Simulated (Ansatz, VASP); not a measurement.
# One calculation of LiF, two programs

Contents of INCAR:

```
SYSTEM = LiF
PREC = Accurate ; ENCUT = 520
EDIFF = 1E-6 ; ISMEAR = 0
SIGMA = 0.01 ; LREAL = .False.
LASPH = .True. ; NELM = 80
ALGO = Normal ; ISIF = 2
LWAVE = .False. ; LCHARG = .False.
GGA = PE ; NBANDS = 18
```

Contents of KPOINTS:

```
Automatic mesh
0
Gamma
  9 9 4
  0 0 0
```

POSCAR

```
LiF
1.0
    3.0930273114      0.0000000000      0.0000000000
   -1.5465136557      2.6786402263      0.0000000000
    0.0000000000      0.0000000000      4.8545285714
Li F
2 2
Direct
    0.3333333333      0.6666666667      0.3808966878
    0.6666666667      0.3333333333      0.8808966878
    0.3333333333      0.6666666667      0.9941013122
    0.6666666667      0.3333333333      0.4941013122
```

Input for Ansatz:

```yaml
crystal:
  lattice:
    - [3.0930273114, 0.0, 0.0]
    - [-1.5465136557, 2.6786402263, 0.0]
    - [0.0, 0.0, 4.8545285714]
  atoms:
    - { symbol: Li, position: [0.3333333333, 0.6666666667, 0.3808966878] }
    - { symbol: Li, position: [0.6666666667, 0.3333333333, 0.8808966878] }
    - { symbol: F, position: [0.3333333333, 0.6666666667, 0.9941013122] }
    - { symbol: F, position: [0.6666666667, 0.3333333333, 0.4941013122] }
kpoints:
  mp_grid: { grid: [9, 9, 4] }
hamiltonian:
  xc: pbe
scf:
  occupations: { method: fixed }
  n_extra_bands: 5
output:
  forces: true
  stress: true
  eigenvalues: true
```

Alike in both runs: task single point; functional PBE; k mesh 9 × 9 × 4; no spin polarisation.

```csv
,VASP,Ansatz
version,VASP 6.6.1,Ansatz 0.2.0
potentials or method,"VASP PAW PBE potentials, release 64 (Li_sv, F)","plane waves, PAW"
plane-wave cutoff (eV),520,420
occupations,"gaussian, width 0.01 eV",fixed
valence electrons in the cell,20,20
```

|  | VASP | Ansatz | Ansatz less VASP |
| --- | --- | --- | --- |
| gap on the k mesh at the Fermi level (eV) | 7.75 | 7.76 | +0.012 |

Noted on VASP's run: the cutoff is short for stress, so the pressure is rough.
